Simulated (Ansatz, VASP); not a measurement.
Si in VASP and in Ansatz

```
Si
1.0
     0.00000    2.72400    2.72400
     2.72400    0.00000    2.72400
     2.72400    2.72400    0.00000
Si
2
Direct
  0.50000 0.50000 0.50000
  0.75000 0.75000 0.75000
```

Alike in both runs: task single point; functional PBE; k mesh 8 × 8 × 8; occupations methfessel-paxton of order 1, width 0.15 eV; no spin polarisation.

```csv
,VASP,Ansatz
version,VASP 6.6.1,Ansatz 0.2.0
potentials or method,"VASP PAW PBE potentials, release 64 (Si), cutoff 500 eV","PAW, plane waves, scalar-relativistic"
valence electrons in the cell,8,8
```

```tsv
	VASP	Ansatz	Ansatz less VASP
pressure (GPa)	1.0	1.1	+0.08
```

With one functional, cell and mesh, what is left measures potentials, basis and numerics.
